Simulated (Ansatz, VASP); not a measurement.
## Two plane-wave programs on Ga2Cl

The input INCAR:

```
SYSTEM = Ga2Cl
  PREC = Accurate
  ENCUT = 600
  EDIFF = 1E-6
  ISMEAR = 0
  SIGMA = 0.1
  LREAL = .FALSE.
  LASPH = .TRUE.
  NELM = 80
  ALGO = Normal
  ISIF = 3
  LWAVE = .FALSE.
  LCHARG = .FALSE.
  GGA = PE
  IBRION = 2
  NSW = 100
  EDIFFG = -0.01
```

Contents of KPOINTS:

```
regular mesh
0
G
  12 12 12
  0 0 0
```

The input POSCAR:

```
Ga2Cl
1.0
    0.0000000000      3.5226123726      3.5226123726
    3.5226123726      0.0000000000      3.5226123726
    3.5226123726      3.5226123726      0.0000000000
Ga Cl
2 1
Direct
    0.2500000000      0.2500000000      0.2500000000
    0.7500000000      0.7500000000      0.7500000000
    0.0000000000      0.0000000000      0.0000000000
```

Input for Ansatz:

```yaml
crystal:
  lattice:
    - [0.0, 3.5226123726, 3.5226123726]
    - [3.5226123726, 0.0, 3.5226123726]
    - [3.5226123726, 3.5226123726, 0.0]
  atoms:
    - { symbol: Ga, position: [0.25, 0.25, 0.25] }
    - { symbol: Ga, position: [0.75, 0.75, 0.75] }
    - { symbol: Cl, position: [0.0, 0.0, 0.0] }
basis:
  ecutwfc: 420
kpoints:
  mp_grid: { grid: [12, 12, 12] }
hamiltonian:
  xc: pbe
scf:
  occupations: { method: gaussian, width: 0.1 }
output:
  forces: true
  stress: true
  eigenvalues: true
relax:
  adjacent_minimum: "off"
  f_tol: 0.01
  max_steps: 80
  cell: { stress_tol: 0.05 }
```

Alike in both runs: task relaxation of cell and atoms; functional PBE; k mesh 12 × 12 × 12; occupations gaussian, width 0.1 eV; no spin polarisation.

|  | VASP | Ansatz |
| --- | --- | --- |
| version | VASP 6.6.1 | Ansatz 0.2.0 |
| potentials or method | VASP PAW PBE potentials, release 64 (Ga_d, Cl), cutoff 600 eV | scalar-relativistic, plane waves, PAW |
| valence electrons in the cell | 33 | 33 |

Ansatz gave:

* gap on the k mesh at the Fermi level, each at its own relaxed structure (eV): none
* relaxed volume (Å³/atom): 29.56
* relaxed length of the cell vector where the two differ most in proportion (Å): 5.005

Question: Which values does VASP return?

Answer: gap on the k mesh at the Fermi level, each at its own relaxed structure (eV): none; relaxed volume (Å³/atom): 29.47; relaxed length of the cell vector where the two differ most in proportion (Å): 5.000.

A gap of «none» marks a metal or a gap that the smearing closes.
